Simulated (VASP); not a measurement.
Wanted: the native input for a VASP 6.6.1 run.

* Task: single point
* Functional: PBEsol
* Potentials or basis: VASP PAW PBE potentials, release 64 (Ta_pv, N)
* Cutoff: 520 eV
* k mesh: 9 × 9 × 5
* Occupations: gaussian, width 0.15 eV
* Spin: no spin polarisation
* Dipole correction: no
* Further INCAR settings: ALGO = Normal; EDIFF = 1e-06; NBANDS = 72

The structure of Ta4N3 lies in POSCAR:

```
Ta4N3
1.0
   -4.3571443853      0.0000000000      0.0000000000
    0.0000000000     -4.3571443853      0.0000000000
    0.0000000000      0.0000000000      8.5453519637
Ta N
8 6
Direct
    0.5000000000      0.0000000000      0.0000000000
    0.0000000000      0.5000000000      0.5000000000
    0.0000000000      0.0000000000      0.2607537444
    0.5000000000      0.5000000000      0.7607537444
    0.5000000000      0.0000000000      0.5000000000
    0.0000000000      0.5000000000      0.0000000000
    0.5000000000      0.5000000000      0.2392462556
    1.0000000000      1.0000000000      0.7392462556
    0.5000000000      1.0000000000      0.7500000000
    0.0000000000      0.5000000000      0.2500000000
    0.0000000000      0.0000000000      0.0000000000
    0.5000000000      0.5000000000      0.5000000000
    1.0000000000      0.5000000000      0.7500000000
    0.5000000000      0.0000000000      0.2500000000
```

One way to write it, as run:

INCAR

```
SYSTEM = Ta4N3
  ALGO = Normal
  EDIFF = 1E-6
  ENCUT = 520
  GGA = PS
  ISIF = 2
  ISMEAR = 0
  LASPH = .TRUE.
  LCHARG = .TRUE.
  LELF = .TRUE.
  LREAL = .FALSE.
  LVHAR = .TRUE.
  LWAVE = .FALSE.
  NBANDS = 72
  NELM = 80
  PREC = Accurate
  SIGMA = 0.15
```

KPOINTS

```
k-points
0
G
  9 9 5
  0 0 0
```

Potentials or basis: VASP PAW PBE potentials, release 64 (Ta_pv, N).

Command:

```bash
$ cat potpaw_PBE.64/Ta_pv/POTCAR potpaw_PBE.64/N/POTCAR > POTCAR
$ mpirun -np 1 vasp_std > vasp.out
```

It gave:

- Pressure: 0.7 GPa
- Largest force: 0.025 eV/Å
- Band gap on the k mesh: zero (band 59 reaches 9.66 eV, above the bottom of band 60 at 7.29 eV)

Caveat: the PAW data sets were made with another functional, which shifts forces and pressure a little; spin-orbit coupling is left out, which moves the levels of the heavy elements.

Run time: 18 min on 1 thread of Oxide Virtual Turin-like Processor, on a shared host, peak memory 0.45 GiB.
